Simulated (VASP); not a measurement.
Input of a VASP 6.6.1 run:

INCAR

```
ALGO = Normal ; EDIFF = 1E-6
ENCUT = 520 ; GGA = PE
GGA_COMPAT = F ; ISIF = 2
ISMEAR = 0 ; LASPH = T
LCHARG = F ; LMAXMIX = 4
LORBIT = 11 ; LORBMOM = T
LREAL = F ; LSORBIT = T
LWAVE = F ; MAGMOM = 0 0 0 0 0 0 0 0 0 0 0 0 0 0 0 0 0 0
NBANDS = 68 ; NELM = 150
PREC = Accurate ; SIGMA = 0.03
```

File KPOINTS:

```
k-points
0
Gamma
  9 9 3
```

File POSCAR:

```
MoS2
1.0
    3.1600000000      0.0000000000      0.0000000000
   -1.5800000000      2.7366402800      0.0000000000
    0.0000000000      0.0000000000     12.2940000000
Mo S
2 4
Direct
    0.3333333300      0.6666666700      0.2500000000
    0.6666666700      0.3333333300      0.7500000000
    0.3333333300      0.6666666700      0.6210000000
    0.6666666700      0.3333333300      0.3790000000
    0.6666666700      0.3333333300      0.1210000000
    0.3333333300      0.6666666700      0.8790000000
```

Potentials or basis: VASP PAW PBE potentials, release 64 (Mo_sv, S).

Run with:

```console
$ cat potpaw_PBE.64/Mo_sv/POTCAR potpaw_PBE.64/S/POTCAR > POTCAR
$ mpirun -np 1 vasp_ncl > vasp.out
```

Q: Estimate the net moment.

A: 0.00 μB per cell.

Q: What does it give for the pressure?

A: 0.8 GPa.

Forces on the atoms (eV/Å):
```
Mo   0.000  0.000  0.000
Mo   0.000  0.000  0.000
S    0.000  0.000  0.417
S    0.000  0.000 -0.417
S    0.000  0.000  0.417
S    0.000  0.000 -0.417
```

Caveat: this functional lacks dispersion, which binds layers or chains, so the pressure and a relaxed spacing across them are unreliable.
